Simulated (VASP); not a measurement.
Runs of VASP 6.6.1 on ZrC (zincblende type). The structure is that of space group F-43m (No. 216), or close to it. The cells are those of the table. 

| task | cell | cutoff (eV) | gap on the mesh (eV) | pressure (GPa) |
| --- | --- | --- | --- | --- |
| electric field gradients | a = 3.599 Å, angles 60.0°, 2 atoms | 520 | 0.54 | (a) |
| single point | a = 3.635 Å, angles 60.0°, 2 atoms | 520 | 0.54 | -4.0 |
| single point | a = 3.563 Å, angles 60.0°, 2 atoms | 520 | 0.54 | 4.9 |
| electric field gradients | a = 3.635 Å, angles 60.0°, 2 atoms | 520 | 0.54 | -4.0 |
| relaxation of cell and atoms | relaxed from a = 3.533 Å, angles 60.0°, 2 atoms | 600 | 0.54 | 0.0 |
| single point | a = 3.527 Å, angles 60.0°, 2 atoms | 520 | 0.53 | 10.2 |
| electric field gradients | a = 3.527 Å, angles 60.0°, 2 atoms | 520 | 0.53 | 10.2 |

Alike in all rows: level PBE; potentials or basis VASP PAW PBE potentials, release 64 (Zr_sv, C); no spin polarisation; k mesh 11 × 11 × 11; smearing fermi-dirac 0.03 eV.

Task: Fill in the values left out.

Result: (a) 0.1.

A k mesh can miss the band edges, and the runs leave out spin-orbit coupling on Zr.
